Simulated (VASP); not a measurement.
# CuI (F-43m) in VASP: settings compared

Aim: see how the results for CuI move with the level of theory and the settings. Levels: PBE-based screened hybrid with 15 % exact exchange, PBE-based screened hybrid with 40 % exact exchange, PBE-based global hybrid with 50 % exact exchange. Tasks: single point.

Program: VASP 6.6.1. These are calculated values, not measurements. Logs are shortened: lines on timing, memory, paths and dates and some standing lists are left out, and cuts for length are marked.

**1. The cell of the first run**

The structure is cubic, space group F-43m (No. 216). Conventional cell: a = 6.024 Å, b = 6.024 Å, c = 6.024 Å, α = 90.00°, β = 90.00°, γ = 90.00°. Within 3.4 Å of Cu (site symmetry -43m) lie 4 I at 2.61 Å. I (site symmetry -43m) has 4 Cu at 2.61 Å within 3.4 Å.

**2. Single point, PBE-based screened hybrid with 15 % exact exchange**

The input, POSCAR:

```
CuI
1.0
    0.0000000000      3.0120290156      3.0120290156
    3.0120290156      0.0000000000      3.0120290156
    3.0120290156      3.0120290156      0.0000000000
Cu I
1 1
Direct
    0.0000000000      0.0000000000      0.0000000000
    0.2500000000      0.2500000000      0.2500000000
```

The input, INCAR.step1:

```
SYSTEM = CuI
PREC     = Accurate       ! precision mode
ENCUT    = 520            ! plane-wave cutoff, eV
EDIFF    = 1E-5           ! SCF threshold, eV
ISMEAR   = 0              ! smearing method
SIGMA    = 0.01           ! smearing width, eV
LREAL    = .False.        ! projectors in reciprocal space
LASPH    = .True.         ! aspherical terms in the spheres
NELM     = 100            ! most SCF steps
ALGO     = Normal         ! electronic algorithm
ISIF     = 2              ! what is computed and relaxed
LWAVE    = .True.         ! write WAVECAR
LCHARG   = .False.        ! write CHGCAR
NBANDS   = 16             ! bands
GGA      = PE             ! functional
```

The input, INCAR.step2:

```
SYSTEM = CuI
PREC     = Accurate       ! precision mode
ENCUT    = 520            ! plane-wave cutoff, eV
EDIFF    = 1E-6           ! SCF threshold, eV
ISMEAR   = 0              ! smearing method
SIGMA    = 0.01           ! smearing width, eV
LREAL    = .False.        ! projectors in reciprocal space
LASPH    = .True.         ! aspherical terms in the spheres
NELM     = 100            ! most SCF steps
ALGO     = Normal         ! electronic algorithm
ISIF     = 2              ! what is computed and relaxed
LWAVE    = .False.        ! write WAVECAR
LCHARG   = .False.        ! write CHGCAR
GGA      = PE             ! functional
LHFCALC  = .True.         ! exact exchange
AEXX     = 0.15           ! exact-exchange fraction
HFSCREEN = 0.3            ! screening, 1/A
PRECFOCK = Normal       
NBANDS   = 16             ! bands
ISTART   = 1
```

The input, KPOINTS:

```
regular mesh
0
Gamma
  4 4 4
  0 0 0
```

Potentials or basis: VASP PAW PBE potentials, release 64 (Cu, I).

Command:

```sh
$ cat potpaw_PBE.64/Cu/POTCAR potpaw_PBE.64/I/POTCAR > POTCAR
$ cp INCAR.step1 INCAR
$ mpirun -np 1 vasp_std > vasp.out
$ cp INCAR.step2 INCAR
$ mpirun -np 1 vasp_std > vasp.out
```

OUTCAR:

```text
SYSTEM = CuI
   PREC = Accurate
   ENCUT = 520
   EDIFF = 1E-6
   ISMEAR = 0
   LREAL = .False.
   LASPH = .True.
   NELM = 100
   ISIF = 2
   GGA = PE
   LHFCALC = .True.
   AEXX = 0.15
   HFSCREEN = 0.3
   PRECFOCK = Normal
   ISTART = 1

 ion  position               nearest neighbor table
   1  0.000  0.000  0.000-   2 2.61   2 2.61   2 2.61   2 2.61
   2  0.250  0.250  0.250-   1 2.61   1 2.61   1 2.61   1 2.61

  LATTYP: Found a face centered cubic cell.
 ALAT       =     6.0240580312

  Lattice vectors:

 A1 = (   0.0000000000,   3.0120290156,   3.0120290156)
 A2 = (   3.0120290156,   0.0000000000,   3.0120290156)
 A3 = (   3.0120290156,   3.0120290156,   0.0000000000)

Analysis of symmetry for initial positions (statically):
=====================================================================
 Subroutine PRICEL returns:
 Original cell was already a primitive cell.

 Routine SETGRP: Setting up the symmetry group for a
 face centered cubic supercell.

 Subroutine GETGRP returns: Found 24 space group operations
 (whereof 24 operations were pure point group operations)
 out of a pool of 48 trial point group operations.

The static configuration has the point symmetry T_d .

Analysis of symmetry for dynamics (positions and initial velocities):
=====================================================================
 Subroutine PRICEL returns:
 Original cell was already a primitive cell.

 Routine SETGRP: Setting up the symmetry group for a
 face centered cubic supercell.

 Subroutine GETGRP returns: Found 24 space group operations
 (whereof 24 operations were pure point group operations)
 out of a pool of 48 trial point group operations.

The dynamic configuration has the point symmetry T_d .

 Subroutine INISYM returns: Found 24 space group operations
 (whereof 24 operations are pure point group operations),
 and found     1 'primitive' translations

----------------------------------------------------------------------------------------

                                     Primitive cell

  volume of cell :      54.6522

  direct lattice vectors                    reciprocal lattice vectors
     0.000000000  3.012029016  3.012029016    -0.166001057  0.166001057  0.166001057
     3.012029016  0.000000000  3.012029016     0.166001057 -0.166001057  0.166001057
     3.012029016  3.012029016  0.000000000     0.166001057  0.166001057 -0.166001057

  length of vectors
     4.259652284  4.259652284  4.259652284     0.287522265  0.287522265  0.287522265

  position of ions in fractional coordinates (direct lattice)
     0.000000000  0.000000000  0.000000000
     0.250000000  0.250000000  0.250000000

  ion indices of the primitive-cell ions
   primitive index   ion index
                 1           1
                 2           2

----------------------------------------------------------------------------------------

 KPOINTS: regular mesh

Automatic generation of k-mesh.
 Grid dimensions read from file:
 generate k-points for:    4    4    4

 Generating k-lattice:

  Cartesian coordinates                     Fractional coordinates (reciprocal lattice)
    -0.041500264  0.041500264  0.041500264     0.250000000  0.000000000  0.000000000
     0.041500264 -0.041500264  0.041500264     0.000000000  0.250000000  0.000000000
     0.041500264  0.041500264 -0.041500264     0.000000000  0.000000000  0.250000000

  Length of vectors
     0.071880566  0.071880566  0.071880566

  Shift w.r.t. Gamma in fractional coordinates (k-lattice)
     0.000000000  0.000000000  0.000000000

 Subroutine IBZKPT returns following result:
 ===========================================

 Found      8 irreducible k-points:

 Following reciprocal coordinates:
            Coordinates               Weight
  0.000000  0.000000  0.000000      1.000000
  0.250000  0.000000  0.000000      8.000000
  0.500000  0.000000  0.000000      4.000000
  0.250000  0.250000  0.000000      6.000000
  0.500000  0.250000  0.000000     24.000000
 -0.250000  0.250000  0.000000     12.000000
  0.500000  0.500000  0.000000      3.000000
 -0.250000  0.500000  0.250000      6.000000
   k-points           NKPTS =      8   k-points in BZ     NKDIM =     64   number of bands    NBANDS=     16
   number of dos      NEDOS =    301   number of ions     NIONS =      2
   total plane-waves  NPLWV =  32768
   dimension x,y,z NGX =    32 NGY =   32 NGZ =   32
   dimension x,y,z NGXF=    64 NGYF=   64 NGZF=   64
   ions per type =               1   1
   NGX,Y,Z   is equivalent  to a cutoff of  12.49, 12.49, 12.49 a.u.
   NGXF,Y,Z  is equivalent  to a cutoff of  24.98, 24.98, 24.98 a.u.
 SYSTEM =  CuI
   PREC   = accura    normal or accurate (medium, high low for compatibility)
   ISTART =      1    job   : 0-new  1-cont  2-samecut
   ICHARG =      0    charge: 1-file 2-atom 10-const
   ISPIN  =      1    spin polarized calculation?
   LNONCOLLINEAR =      F non collinear calculations
   LSORBIT =      F    spin-orbit coupling
[... 40 lines left out ...]
   LEPSILON=     F    determine dielectric tensor
   LRPA    =     F    only Hartree local field effects (RPA)
 non-spin polarized calculation
 Gauss-broadening in eV      SIGMA  =   0.01
  energy-cutoff  :      520.00
  volume of cell :       54.65
 maximum number of plane-waves:      1480
  NGX = 24; NGY = 24; NGZ = 24

 number of electron      18.0000016 magnetization

 Free energy of the ion-electron system (eV)
  ---------------------------------------------------
  ext. energy  EPLUGINS =         0.00000000
  ---------------------------------------------------
  free energy    TOTEN  =        -5.92099332 eV

  energy without entropy =       -5.92099332  energy(sigma->0) =       -5.92099332

 E-fermi :   4.2145     XC(G=0):  -8.1782

 val. band max:        4.1551091035   @ k =   0.0000   0.0000   0.0000
 cond. band min:       6.0835587696   @ k =   0.0000   0.0000   0.0000
 fundamental gap:      1.9284496661
 Fermi energy:         4.2145255965

 k-point     1 :       0.0000    0.0000    0.0000
  band No.  band energies     occupation
      1     -10.3543      2.00000
      2       0.2549      2.00000
      3       0.2549      2.00000
      4       0.2549      2.00000
      5       1.8820      2.00000
      6       1.8820      2.00000
[... 8 lines left out ...]
     15      14.5283      0.00000
     16      14.5283      0.00000

 k-point     2 :       0.2500    0.0000    0.0000
  band No.  band energies     occupation
      1     -10.0669      2.00000
      2      -0.5776      2.00000
      3       0.2997      2.00000
      4       0.2997      2.00000
      5       1.8727      2.00000
      6       1.8727      2.00000
[... 8 lines left out ...]
     15      13.6201      0.00000
     16      13.8509      0.00000

 k-point     3 :       0.5000    0.0000    0.0000
  band No.  band energies     occupation
      1      -9.7374      2.00000
      2      -1.4904      2.00000
      3       0.3339      2.00000
      4       0.3339      2.00000
      5       1.9088      2.00000
      6       1.9088      2.00000
[... 8 lines left out ...]
     15      15.9154      0.00000
     16      15.9154      0.00000

 k-point     4 :       0.2500    0.2500    0.0000
  band No.  band energies     occupation
      1      -9.9705      2.00000
      2      -0.6458      2.00000
      3       0.2801      2.00000
      4       0.2801      2.00000
      5       1.7887      2.00000
      6       1.9251      2.00000
[... 8 lines left out ...]
     15      15.1558      0.00000
     16      16.7951      0.00000

 k-point     5 :       0.5000    0.2500    0.0000
  band No.  band energies     occupation
      1      -9.6380      2.00000
      2      -1.1835      2.00000
      3      -0.0616      2.00000
      4       0.3357      2.00000
      5       1.8188      2.00000
      6       1.9227      2.00000
[... 8 lines left out ...]
     15      16.0589      0.00000
     16      16.8986      0.00000

 k-point     6 :      -0.2500    0.2500    0.0000
  band No.  band energies     occupation
      1      -9.7493      2.00000
      2      -0.9421      2.00000
      3      -0.1697      2.00000
      4       0.3585      2.00000
      5       1.8396      2.00000
      6       1.8843      2.00000
[... 8 lines left out ...]
     15      15.3039      0.00000
     16      17.1211      0.00000

 k-point     7 :       0.5000    0.5000    0.0000
  band No.  band energies     occupation
      1      -9.5280      2.00000
      2      -1.4967      2.00000
      3       0.3416      2.00000
      4       0.3416      2.00000
      5       1.8716      2.00000
      6       1.9684      2.00000
[... 8 lines left out ...]
     15      16.2743      0.00000
     16      17.0740      0.00000

 k-point     8 :      -0.2500    0.5000    0.2500
  band No.  band energies     occupation
      1      -9.5239      2.00000
      2      -0.9547      2.00000
      3      -0.4903      2.00000
      4       0.2838      2.00000
      5       1.8128      2.00000
      6       1.8963      2.00000
[... 8 lines left out ...]
     15      16.6614      0.00000
     16      17.0688      0.00000

------------------------ aborting loop because EDIFF is reached ----------------------------------------

  FORCE on cell =-STRESS in cart. coord.  units (eV):
  Direction    XX          YY          ZZ          XY          YZ          ZX
  --------------------------------------------------------------------------------------
  -------------------------------------------------------------------------------------
  Total        0.4816327      0.4816327      0.4816327     -0.0000000     -0.0000000      0.0000000
  in kB       14.1194920     14.1194920     14.1194920     -0.0000000     -0.0000000      0.0000000
  external PRESSURE =      14.1194920 kB  Pullay stress =       0.0000000 kB

 VOLUME and BASIS-vectors are now :
 -----------------------------------------------------------------------------
  energy-cutoff  :      520.00
  volume of cell :       54.65
      direct lattice vectors                 reciprocal lattice vectors
     0.000000000  3.012029016  3.012029016    -0.166001057  0.166001057  0.166001057
     3.012029016  0.000000000  3.012029016     0.166001057 -0.166001057  0.166001057
     3.012029016  3.012029016  0.000000000     0.166001057  0.166001057 -0.166001057

 POSITION                                       TOTAL-FORCE (eV/Angst)
 -----------------------------------------------------------------------------------
      0.00000      0.00000      0.00000         0.000000      0.000000      0.000000
      1.50601      1.50601      1.50601        -0.000000     -0.000000     -0.000000
 -----------------------------------------------------------------------------------
    total drift:                                0.000425      0.000211      0.000241

  FREE ENERGIE OF THE ION-ELECTRON SYSTEM (eV)
  ---------------------------------------------------
  free  energy   TOTEN  =        -5.9209933243 eV

  energy  without entropy=       -5.9209933243  energy(sigma->0) =       -5.92099332
```

Run time: 11 min. Hardware: 1 thread of Oxide Virtual Turin-like, shared host; peak memory 0.26 GiB.

What came out:

- Free energy: -5.9210 eV
- Pressure: 1.4 GPa
- Band gap on the k mesh: 1.93 eV

Levels at points of the mesh, in eV from the valence-band top:
```csv
k point,band 7,band 8,band 9,band 10,band 11,band 12
"(0.00, 0.00, 0.00)",0.00,0.00,0.00,1.93,5.56,5.56
"(0.50, 0.00, 0.00)",-2.19,-0.81,-0.81,2.89,6.09,6.09
"(0.50, 0.50, 0.00)",-2.13,-1.82,-1.82,3.25,3.57,10.18
```

Caveat: the k points lie up to 0.45 Å⁻¹ apart; the PAW data sets were made with another functional, which shifts forces and pressure a little; spin-orbit coupling is left out, which moves the levels of the heavy elements.

**3. Single point, PBE-based screened hybrid with 40 % exact exchange**

POSCAR is that of step 2.

The input, INCAR.step1:

```
PREC = Accurate
ENCUT = 520
EDIFF = 1E-5
ISMEAR = 0
SIGMA = 0.01
LREAL = F
LASPH = T
NELM = 60
ALGO = Normal
ISIF = 2
LWAVE = T
NBANDS = 16
GGA = PE
```

The input, INCAR.step2:

```
PREC = Accurate
ENCUT = 520
EDIFF = 1E-6
ISMEAR = 0
SIGMA = 0.01
LREAL = F
LASPH = T
NELM = 60
ALGO = Normal
ISIF = 2
LWAVE = F
LCHARG = T
GGA = PE
LHFCALC = T
AEXX = 0.4
HFSCREEN = 0.5
PRECFOCK = Normal
LELF = T
LVHAR = T
NBANDS = 16
ISTART = 1
```

The input, KPOINTS:

```
regular mesh
0
Gamma
  4 4 4
```

Potentials or basis: VASP PAW PBE potentials, release 64 (Cu, I).

Command:

```sh
$ cat potpaw_PBE.64/Cu/POTCAR potpaw_PBE.64/I/POTCAR > POTCAR
$ cp INCAR.step1 INCAR
$ mpirun -np 1 vasp_std > vasp.out
$ cp INCAR.step2 INCAR
$ mpirun -np 1 vasp_std > vasp.out
```

Wall time 9.3 min (1 thread of Oxide Virtual Turin-like, shared host); peak memory 0.26 GiB.

It converged, with:

* Free energy: -6.2533 eV
* Pressure: 2.0 GPa
* Band gap on the k mesh: 2.62 eV

Levels at points of the mesh, in eV from the valence-band top:
```
           k point  band 6  band 7  band 8  band 9  band 10  band 11  band 12  band 13
(0.00, 0.00, 0.00)   -2.73    0.00    0.00    0.00     2.62     6.22     6.22     6.22
(0.50, 0.00, 0.00)   -2.70   -2.65   -0.86   -0.86     3.57     6.70     6.70     8.74
(0.50, 0.50, 0.00)   -2.65   -2.48   -2.06   -2.06     3.74     4.17    10.94    11.62
```

Caveat: the k points lie up to 0.45 Å⁻¹ apart; the PAW data sets were made with another functional, which shifts forces and pressure a little; spin-orbit coupling is left out, which moves the levels of the heavy elements.

**4. Single point, PBE-based global hybrid with 50 % exact exchange**

POSCAR is that of step 3.

The input, INCAR.step1:

```
SYSTEM = CuI
PREC     = Accurate       ! precision mode
ENCUT    = 520            ! plane-wave cutoff, eV
EDIFF    = 1E-5           ! SCF threshold, eV
ISMEAR   = 0              ! smearing method
SIGMA    = 0.01           ! smearing width, eV
LREAL    = .False.        ! projectors in reciprocal space
LASPH    = .True.         ! aspherical terms in the spheres
NELM     = 100            ! most SCF steps
ALGO     = Normal         ! electronic algorithm
ISIF     = 2              ! what is computed and relaxed
LWAVE    = .True.         ! write WAVECAR
NBANDS   = 16             ! bands
GGA      = PE             ! functional
```

The input, INCAR.step2:

```
SYSTEM = CuI
PREC     = Accurate       ! precision mode
ENCUT    = 520            ! plane-wave cutoff, eV
EDIFF    = 1E-7           ! SCF threshold, eV
ISMEAR   = 0              ! smearing method
SIGMA    = 0.01           ! smearing width, eV
LREAL    = .False.        ! projectors in reciprocal space
LASPH    = .True.         ! aspherical terms in the spheres
NELM     = 100            ! most SCF steps
ALGO     = Normal         ! electronic algorithm
ISIF     = 2              ! what is computed and relaxed
LWAVE    = .False.        ! write WAVECAR
LCHARG   = .True.         ! write CHGCAR
GGA      = PE             ! functional
LHFCALC  = .True.         ! exact exchange
AEXX     = 0.5            ! exact-exchange fraction
PRECFOCK = Normal       
LELF     = .True.         ! ELF
LVHAR    = .True.       
NBANDS   = 16             ! bands
ISTART   = 1
```

The input, KPOINTS:

```
Automatic mesh
0
Gamma
  4 4 4
  0 0 0
```

Command:

```sh
$ cat potpaw_PBE.64/Cu/POTCAR potpaw_PBE.64/I/POTCAR > POTCAR
$ cp INCAR.step1 INCAR
$ mpirun -np 1 vasp_std > vasp.out
$ cp INCAR.step2 INCAR
$ mpirun -np 1 vasp_std > vasp.out
```

Wall time 21 min (1 thread of Oxide Virtual Turin-like, shared host); peak memory 0.16 GiB.

The run converged. Its results:

| Item | Value |
| --- | --- |
| Free energy | -8.7220 eV |
| Pressure | 1.3 GPa |
| Band gap on the k mesh | 5.52 eV |

Levels at points of the mesh, in eV from the valence-band top:
```
           k point  band 5  band 6  band 7  band 8  band 9  band 10  band 11  band 12  band 13  band 14
(0.00, 0.00, 0.00)   -3.40   -3.40    0.00    0.00    0.00     5.52     9.20     9.20     9.20    13.07
(0.50, 0.00, 0.00)   -3.39   -3.39   -3.32   -0.97   -0.97     6.51     9.67     9.67    11.67    14.02
(0.50, 0.50, 0.00)   -3.39   -3.33   -3.02   -2.41   -2.41     6.45     7.07    14.19    14.98    14.98
```

Caveat: the k points lie up to 0.45 Å⁻¹ apart; the PAW data sets were made with another functional, which shifts forces and pressure a little; spin-orbit coupling is left out, which moves the levels of the heavy elements.

**5. Overview**

| level | share of exact exchange | screening parameter | gap on the mesh (eV) | pressure (GPa) |
| --- | --- | --- | --- | --- |
| PBE-based screened hybrid with 15 % exact exchange | 0.15 | 0.3 1/Å | 1.93 | 1.4 |
| PBE-based screened hybrid with 40 % exact exchange | 0.4 | 0.5 1/Å | 2.62 | 2.0 |
| PBE-based global hybrid with 50 % exact exchange | 0.5 | - | 5.52 | 1.3 |

Alike in all rows: task single point; potentials or basis VASP PAW PBE potentials, release 64 (Cu, I); no spin polarisation; cell as given; k mesh 4 × 4 × 4; cutoff (eV) 520; smearing gaussian 0.01 eV.

Caveats: all runs use coarse meshes; the PAW data sets were made with another functional, which shifts forces and pressure a little; spin-orbit coupling is left out, which moves the levels of the heavy elements.

Total energies depend on the potentials used, so only differences within one code and one set of settings carry meaning.
